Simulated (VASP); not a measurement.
SiC (Moissanite 3C), 2 atoms in the cell. The structure is cubic, space group F-43m (No. 216). The conventional cell has a = 4.237 Å, b = 4.237 Å, c = 4.237 Å, α = 90.00°, β = 90.00°, γ = 90.00°. Within 2.4 Å of Si (site symmetry -43m) lie 4 C at 1.83 Å. Within 2.4 Å of C (site symmetry -43m) lie 4 Si at 1.83 Å.  This cell differs from its parent crystal: volume scaled by 0.920.

```yaml
Program: VASP 6.6.1
Task: single point
Functional: PBEsol
Potentials_or_basis: VASP PAW PBE potentials, release 64 (Si, C)
Cutoff: 520 eV
k_mesh: 18 × 18 × 18
Occupations: gaussian, width 0.05 eV
Spin: no spin polarisation
Dipole_correction: no
Further_INCAR_settings: ALGO = Normal; EDIFF = 1e-06; NBANDS = 11
```

Potentials or basis: VASP PAW PBE potentials, release 64 (Si, C).

Run with:

```sh
$ cat potpaw_PBE.64/Si/POTCAR potpaw_PBE.64/C/POTCAR > POTCAR
$ mpirun -np 1 vasp_std > vasp.out
```

Hardware: 1 thread of AMD EPYC 9R45, on a shared host.

Question: How long does it take, and how much memory?

Answer: Run time: 61 s on 1 thread of AMD EPYC 9R45 (shared host), peak memory 0.13 GiB. Counts: scf iterations 11, k points 195.
